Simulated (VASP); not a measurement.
Here is a VASP 6.6.1 calculation.

The input INCAR:

```
SYSTEM = PbF2
PREC = Accurate ; ENCUT = 520
EDIFF = 1E-8 ; ISMEAR = 0
SIGMA = 0.01 ; LREAL = .FALSE.
LASPH = .TRUE. ; NELM = 80
ALGO = Normal ; ISIF = 2
LWAVE = .FALSE. ; LCHARG = .FALSE.
GGA = PE ; IVDW = 12
NBANDS = 21 ; IBRION = 6
NFREE = 2 ; POTIM = 0.015
NSW = 1
```

File KPOINTS:

```
Automatic mesh
0
G
  8 8 8
  0 0 0
```

POSCAR

```
PbF2
1.0
    0.0000000000      2.9811928465      2.9811928465
    2.9811928465      0.0000000000      2.9811928465
    2.9811928465      2.9811928465      0.0000000000
Pb F
1 2
Direct
    0.0000000000      0.0000000000      0.0000000000
    0.2500000000      0.2500000000      0.2500000000
    0.7500000000      0.7500000000      0.7500000000
```

Potentials or basis: VASP PAW PBE potentials, release 64 (Pb_d, F).

Launch:

```sh
$ cat potpaw_PBE.64/Pb_d/POTCAR potpaw_PBE.64/F/POTCAR > POTCAR
$ mpirun -np 1 vasp_std > vasp.out
```

(1) Estimate the highest phonon frequency at Γ, LO-TO splitting left out.

(2) Predict the dispersion energy per atom.

## Answers

(1) 247 cm⁻¹.

(2) -0.151 eV.
